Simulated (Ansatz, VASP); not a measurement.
## Two plane-wave programs on GeSe3

Contents of INCAR:

```
SYSTEM = GeSe3
PREC     = Accurate       ! precision mode
ENCUT    = 520            ! plane-wave cutoff, eV
EDIFF    = 1E-6           ! SCF threshold, eV
ISMEAR   = 0              ! smearing method
SIGMA    = 0.1            ! smearing width, eV
LREAL    = .False.        ! projectors in reciprocal space
LASPH    = .True.         ! aspherical terms in the spheres
NELM     = 100            ! most SCF steps
ALGO     = Normal         ! electronic algorithm
ISIF     = 2              ! what is computed and relaxed
LWAVE    = .False.        ! write WAVECAR
LCHARG   = .True.         ! write CHGCAR
GGA      = PE             ! functional
LELF     = .True.         ! ELF
LVHAR    = .True.       
NBANDS   = 24             ! bands
```

KPOINTS

```
Automatic mesh
0
Gamma
  6 6 6
  0 0 0
```

File POSCAR:

```
GeSe3
1.0
   -2.2106147201      2.2106147201      4.9379965177
    2.2106147201     -2.2106147201      4.9379965177
    2.2106147201      2.2106147201     -4.9379965177
Ge Se
1 3
Direct
    0.0000000000      0.0000000000      0.0000000000
    0.5000000000      0.5000000000      0.0000000000
    0.2500000000      0.7500000000      0.5000000000
    0.7500000000      0.2500000000      0.5000000000
```

Input for Ansatz:

```yaml
crystal:
  lattice:
    - [-2.2106147201, 2.2106147201, 4.9379965177]
    - [2.2106147201, -2.2106147201, 4.9379965177]
    - [2.2106147201, 2.2106147201, -4.9379965177]
  atoms:
    - { symbol: Ge, position: [0.0, 0.0, 0.0] }
    - { symbol: Se, position: [0.5, 0.5, 0.0] }
    - { symbol: Se, position: [0.25, 0.75, 0.5] }
    - { symbol: Se, position: [0.75, 0.25, 0.5] }
basis:
  ecutwfc: 420
kpoints:
  mp_grid: { grid: [6, 6, 6] }
hamiltonian:
  xc: pbe
scf:
  occupations: { method: gaussian, width: 0.1 }
  lower_state_search: "off"
output:
  forces: true
  stress: true
  eigenvalues: true
```

Alike in both runs: task single point; functional PBE; k mesh 6 × 6 × 6; occupations gaussian, width 0.1 eV; no spin polarisation.

|  | VASP | Ansatz |
| --- | --- | --- |
| version | VASP 6.6.1 | Ansatz 0.2.0 |
| potentials or method | VASP PAW PBE potentials, release 64 (Ge_d, Se), cutoff 520 eV | scalar-relativistic, plane waves, PAW |
| valence electrons in the cell | 32 | 62 |

```tsv
	VASP	Ansatz	Ansatz less VASP
gap on the k mesh at the Fermi level (eV)	none	none	-
pressure (GPa)	-6.6	-6.6	0.00
traceless stress, the component that is largest in VASP (GPa)	4.68	4.69	+0.003
```

A gap of «none» marks a metal or a gap that the smearing closes. VASP's potentials hold 32 valence electrons a cell and Ansatz's 62, so a difference there can come from the potentials and not from the codes.
